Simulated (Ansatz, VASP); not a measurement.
**Y3AlN4 in VASP and in Ansatz**

```
Y Al N
1.0
    -2.40872    2.40872    4.65275
     2.40872   -2.40872    4.65275
     2.40872    2.40872   -4.65275
Y Al N
3 1 4
Direct
  0.75000 0.25000 0.50000
  0.25000 0.75000 0.50000
  0.50000 0.50000 0.00000
  0.00000 0.00000 0.00000
  0.50000 0.00000 0.50000
  0.00000 0.50000 0.50000
  0.22882 0.22882 0.00000
  0.77118 0.77118 0.00000
```

Alike in both runs: functional PBE; k mesh 10 × 10 × 10; occupations gaussian, width 0.02 eV; no spin polarisation.

Ansatz relaxed the structure, and its values are those at the end. VASP's run is a single point on that final structure, the one shown.

```csv
,VASP,Ansatz
version,VASP 6.6.1,Ansatz 0.2.0
potentials or method,"VASP PAW PBE potentials, release 64 (Y_sv, Al, N), cutoff 520 eV","scalar-relativistic, plane waves, PAW"
valence electrons in the cell,56,56
```

VASP gave:

| Property | Result |
| --- | --- |
| gap on the k mesh at the Fermi level (eV) | 0.48 |
| least direct gap on the mesh (eV) | 0.48 |
| pressure (GPa) | -0.2 |

Q: Which values does Ansatz return?

A: gap on the k mesh at the Fermi level (eV): 0.48; least direct gap on the mesh (eV): 0.48; pressure (GPa): 0.0.
